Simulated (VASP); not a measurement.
Wanted: the native input for a VASP 6.6.1 run.

```yaml
Task: single point
Functional: PBEsol
Potentials_or_basis: VASP PAW PBE potentials, release 64 (Li_sv, Cl)
Cutoff: 520 eV
k_mesh: 8 × 8 × 8
Occupations: gaussian, width 0.05 eV
Spin: no spin polarisation
Dipole_correction: no
Further_INCAR_settings: ALGO = Normal; EDIFF = 1e-06; NBANDS = 12
```

The structure of LiCl lies in POSCAR:

```
LiCl
1.0
    0.0000000000      2.5006410000      2.5647600000
    2.5006410000      0.0000000000      2.5647600000
    2.5006410000      2.5006410000      0.0000000000
Li Cl
1 1
Direct
    0.0000000000      0.0000000000      0.0000000000
    0.5000000000      0.5000000000      0.5000000000
```

This cell differs from its parent crystal: strain -0.025 along x and y, +0.000 along z.

These files were run (other wordings do the same):

INCAR

```
SYSTEM = LiCl
ALGO = Normal
EDIFF = 1E-6
ENCUT = 520
GGA = PS
ISIF = 2
ISMEAR = 0
LASPH = .True.
LCHARG = .True.
LELF = .True.
LREAL = .False.
LVHAR = .True.
LWAVE = .False.
NBANDS = 12
NELM = 100
PREC = Accurate
SIGMA = 0.05
```

KPOINTS

```
k-points
0
Gamma
  8 8 8
  0 0 0
```

Potentials or basis: VASP PAW PBE potentials, release 64 (Li_sv, Cl).

Run with:

```sh
$ cat potpaw_PBE.64/Li_sv/POTCAR potpaw_PBE.64/Cl/POTCAR > POTCAR
$ mpirun -np 1 vasp_std > vasp.out
```

It gave:

```json
{
  "Band gap on the k mesh": "6.39 eV"
}
```

Caveat: the cell differs from its parent crystal (strain -0.025 along x and y, +0.000 along z).

Run time: 31 s on 1 thread of Intel Xeon 8259CL (shared host), peak memory 0.16 GiB.
